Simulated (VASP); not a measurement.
Input of a VASP 6.6.1 run:

File INCAR:

```
ALGO = Normal
EDIFF = 1E-6
ENCUT = 520
GGA = PE
GGA_COMPAT = F
ISIF = 2
ISMEAR = -1
LASPH = T
LCHARG = F
LREAL = F
LWAVE = F
NBANDS = 51
NELM = 120
PREC = Accurate
SIGMA = 0.05
```

Contents of KPOINTS:

```
k-points
0
Gamma
  1 1 1
```

The input POSCAR:

```
H7C2N
1.0
    6.8873110000      0.0000000000      0.0000000000
    0.0000000000      6.8873110000      0.0000000000
    0.0000000000      0.0000000000      6.8873110000
C H N
6 21 3
Direct
    0.1802154716      0.4067625231      0.3671534507
   -0.0165086200      0.3761700321      0.3726272852
    0.4637368633      0.8601905737      0.5214662152
    0.3961052434      0.9946116852      0.3942903116
   -0.0095102428      0.8129442681      0.7430040548
    0.0654246628      0.9778562345      0.8229336529
    0.2659092932      0.4941986793      0.4696317619
    0.2622213517      0.3688231880      0.2405438058
   -0.1248527909      0.4218627560      0.4838608275
   -0.0696643436      0.3048069123      0.2318321330
    0.3577158052      0.7673531804      0.6008005156
    0.6086119822      0.8348105669      0.5767417792
    0.2343004403      1.0146630521      0.3721917015
    0.4864307710      1.0907304752      0.3094531378
   -0.0331769540      0.7979021130      0.5826947556
   -0.0432098972      0.6795830768      0.8261714913
    0.1087797545      1.0964801793      0.7285426780
    0.0644518594      0.9748652268      0.9767237170
    0.6252367579      0.0181928767      0.9265299621
    0.5163118088      0.1940960703      0.8117101144
    0.7507138853      0.1835404267      0.7879853255
    0.8718642152      0.9416882728      0.2381771347
    0.9532893171      0.7164044139      0.2351861271
    0.7403615141      0.7841957478      0.1226022754
    0.4683540499      0.6790022986      1.1576216030
    0.3477990176      0.6671689430      0.9621171456
    0.5215823708      0.4974365177      1.0283548979
    0.6434151151      0.1677142211      0.8901006503
    0.8259246606      0.7976552823      0.2456982123
    0.4885796503      0.6489034690      1.0221550907
```

Potentials or basis: VASP PAW PBE potentials, release 64 (C, H, N).

Command:

```sh
$ cat potpaw_PBE.64/C/POTCAR potpaw_PBE.64/H/POTCAR potpaw_PBE.64/N/POTCAR > POTCAR
$ mpirun -np 1 vasp_gam > vasp.out
```

**Question.** Estimate the largest force.

**Answer.** 3.445 eV/Å.

**Question.** Predict the band gap on the k mesh.

**Answer.** 4.11 eV.

**Question.** Predict the pressure.

**Answer.** -1.7 GPa.

Stress tensor (GPa, compression positive):
```
-2.73 -0.21 -1.15
-0.21 -2.97  1.43
-1.15  1.43  0.67
```

Caveat: the k points lie up to 0.91 Å⁻¹ apart.
